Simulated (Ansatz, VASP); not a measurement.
# Two plane-wave programs on WS2

File INCAR:

```
SYSTEM = WS2
PREC = Accurate
ENCUT = 520
EDIFF = 1E-6
ISMEAR = 0
SIGMA = 0.05
LREAL = .False.
LASPH = .True.
NELM = 80
ALGO = Normal
ISIF = 2
LWAVE = .False.
LCHARG = .True.
GGA = PS
LELF = .True.
LVHAR = .True.
NBANDS = 20
```

KPOINTS

```
Automatic mesh
0
Gamma
  12 12 2
  0 0 0
```

Contents of POSCAR:

```
WS2
1.0
    3.1835163552      0.0596909317      0.0000000000
   -1.5400643144      2.7271605711      0.0000000000
    0.0000000000      0.0000000000     16.9505778900
W S
1 2
Direct
    0.3333333333      0.6666666667      0.0000000000
    0.6666666667      0.3333333333      0.9079994900
    0.6666666667      0.3333333333      0.0920005100
```

Input for Ansatz:

```yaml
crystal:
  lattice:
    - [3.1835163552, 0.0596909317, 0.0]
    - [-1.5400643144, 2.7271605711, 0.0]
    - [0.0, 0.0, 16.95057789]
  atoms:
    - { symbol: W, position: [0.3333333333, 0.6666666667, 0.0] }
    - { symbol: S, position: [0.6666666667, 0.3333333333, 0.90799949] }
    - { symbol: S, position: [0.6666666667, 0.3333333333, 0.09200051] }
basis:
  ecutwfc: 420
kpoints:
  mp_grid: { grid: [12, 12, 2] }
hamiltonian:
  xc: pbesol
scf:
  occupations: { method: gaussian, width: 0.05 }
output:
  forces: true
  stress: true
  eigenvalues: true
  write_density: true
  write_potential: true
  elf: true
  volumetric_format: npy
```

Change from the starting cell: strain +0.0375 x Voigt [0, 0, 0, 0, 0, 1], atoms carried along.

Alike in both runs: task single point; functional PBEsol; k mesh 12 × 12 × 2; occupations gaussian, width 0.05 eV; no spin polarisation.

|  | VASP | Ansatz |
| --- | --- | --- |
| version | VASP 6.6.1 | Ansatz 0.2.0 |
| potentials or method | VASP PAW PBE potentials, release 64 (W_sv, S), cutoff 520 eV | scalar-relativistic, plane waves, PAW |
| valence electrons in the cell | 26 | 26 |

|  | VASP | Ansatz | Ansatz less VASP |
| --- | --- | --- | --- |
| gap on the k mesh at the Fermi level (eV) | 1.78 | 1.78 | -0.004 |
| least direct gap on the mesh (eV) | 1.78 | 1.78 | -0.004 |
| rms of the force components (eV/Å) | 0.115 | 0.119 | +0.0041 |

VASP's potentials were made for PBE, not for PBEsol. Atom by atom the forces differ by 0.010 eV/Å (rms over components). Ansatz's warnings: xc potential rough in thin density.

Spin-orbit coupling is off throughout.
